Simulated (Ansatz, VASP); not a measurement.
# Two plane-wave programs on HgTe

Contents of INCAR:

```
PREC     = Accurate       # precision mode
ENCUT    = 500            # plane-wave cutoff, eV
EDIFF    = 1E-6           # SCF threshold, eV
ISMEAR   = 0              # smearing method
SIGMA    = 0.05           # smearing width, eV
LREAL    = False          # projectors in reciprocal space
LASPH    = True           # aspherical terms in the spheres
NELM     = 120            # most SCF steps
ALGO     = Normal         # electronic algorithm
ISIF     = 2              # what is computed and relaxed
LWAVE    = False          # write WAVECAR
LCHARG   = False          # write CHGCAR
GGA      = PE             # functional
NBANDS   = 16             # bands
GGA_COMPAT= False
```

KPOINTS

```
regular mesh
0
Gamma
  6 6 6
```

Contents of POSCAR:

```
HgTe
1.0
    0.0000000000      3.1864861493      3.1864861493
    3.1864861493      0.0000000000      3.1864861493
    3.1864861493      3.1864861493      0.0000000000
Hg Te
1 1
Direct
    0.0000000000      0.0000000000      0.0000000000
    0.5000000000      0.5000000000      0.5000000000
```

Input for Ansatz:

```yaml
crystal:
  lattice:
    - [0.0, 3.1864861493, 3.1864861493]
    - [3.1864861493, 0.0, 3.1864861493]
    - [3.1864861493, 3.1864861493, 0.0]
  atoms:
    - { symbol: Hg, position: [0.0, 0.0, 0.0] }
    - { symbol: Te, position: [0.5, 0.5, 0.5] }
basis:
  ecutwfc: 420
kpoints:
  mp_grid: { grid: [6, 6, 6] }
hamiltonian:
  xc: pbe
scf:
  occupations: { method: gaussian, width: 0.05 }
output:
  forces: true
  stress: true
  eigenvalues: true
```

Alike in both runs: task single point; functional PBE; k mesh 6 × 6 × 6; occupations gaussian, width 0.05 eV; no spin polarisation.

```csv
,VASP,Ansatz
version,VASP 6.6.1,Ansatz 0.2.0
potentials or method,"VASP PAW PBE potentials, release 64 (Hg, Te), cutoff 500 eV","scalar-relativistic, plane waves, PAW"
valence electrons in the cell,18,36
```

VASP gave:

| Property | Result |
| --- | --- |
| gap on the k mesh at the Fermi level (eV) | none |
| pressure (GPa) | -3.9 |

Problem. What did Ansatz give for the same quantities?

Solution. gap on the k mesh at the Fermi level (eV): none; pressure (GPa): -4.0.

A gap of «none» marks a metal or a gap that the smearing closes. With one functional, cell and mesh, what is left measures potentials, basis and numerics. VASP's potentials hold 18 valence electrons a cell and Ansatz's 36, so a difference there can come from the potentials and not from the codes.

Spin-orbit coupling is off throughout.
